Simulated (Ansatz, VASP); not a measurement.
In27P26: VASP beside Ansatz

```
In P
1.0
     0.00000    8.79150    8.79150
     8.79150    0.00000    8.79150
     8.79150    8.79150    0.00000
In P
27 26
Direct
  0.00171 0.00227 0.00146
  0.00237 0.00257 0.32619
  0.99889 0.99904 0.66758
  0.00211 0.32693 0.00204
  0.99916 0.33410 0.33389
  0.99911 0.33424 0.66597
  0.99896 0.66769 0.99884
  0.99909 0.66641 0.33386
  0.99891 0.66784 0.66757
  0.32601 0.00268 0.00226
  0.33397 0.99932 0.33391
  0.33413 0.99924 0.66606
  0.33399 0.33398 0.99913
  0.33334 0.33339 0.33330
  0.33393 0.33406 0.66607
  0.33397 0.66636 0.99906
  0.33392 0.66635 0.33380
  0.33417 0.66644 0.66625
  0.66761 0.99902 0.99887
  0.66616 0.99922 0.33408
  0.66764 0.99908 0.66768
  0.66608 0.33415 0.99905
  0.66613 0.33404 0.33390
  0.66630 0.33434 0.66625
  0.66766 0.66780 0.99885
  0.66628 0.66646 0.33410
  0.66634 0.66642 0.66632
  0.08331 0.08344 0.41454
  0.08346 0.08357 0.75158
  0.08332 0.41463 0.08322
  0.08349 0.41684 0.41639
  0.08329 0.41470 0.75194
  0.08328 0.75224 0.08317
  0.08324 0.75236 0.41442
  0.08401 0.74984 0.74965
  0.41456 0.08334 0.08325
  0.41664 0.08358 0.41654
  0.41453 0.08342 0.75208
  0.41650 0.41676 0.08345
  0.41657 0.41677 0.41650
  0.41672 0.41686 0.74981
  0.41450 0.75241 0.08314
  0.41671 0.75000 0.41668
  0.41677 0.74992 0.74978
  0.75178 0.08348 0.08340
  0.75216 0.08340 0.41451
  0.74971 0.08418 0.74969
  0.75201 0.41465 0.08325
  0.74985 0.41689 0.41666
  0.74983 0.41685 0.74978
  0.74975 0.74982 0.08394
  0.74980 0.74992 0.41674
  0.74971 0.74986 0.74965
```

Alike in both runs: functional PBE; k mesh 1 × 1 × 1; occupations gaussian, width 0.05 eV; collinear spin.

Ansatz relaxed the structure, and its values are those at the end. VASP's run is a single point on that final structure, the one shown.

```csv
,VASP,Ansatz
version,VASP 6.6.1,Ansatz 0.2.0
potentials or method,"VASP PAW PBE potentials, release 64 (In_d, P), cutoff 400 eV","scalar-relativistic, plane waves, PAW"
valence electrons in the cell,481,481
```

|  | VASP | Ansatz | Ansatz less VASP |
| --- | --- | --- | --- |
| rms of the force components (eV/Å) | 0.006 | 0.006 | 0.0000 |
| net moment per atom (μB) | 0.00 | 0.00 | 0.000 |

Ansatz's warnings: seeded moment not kept.
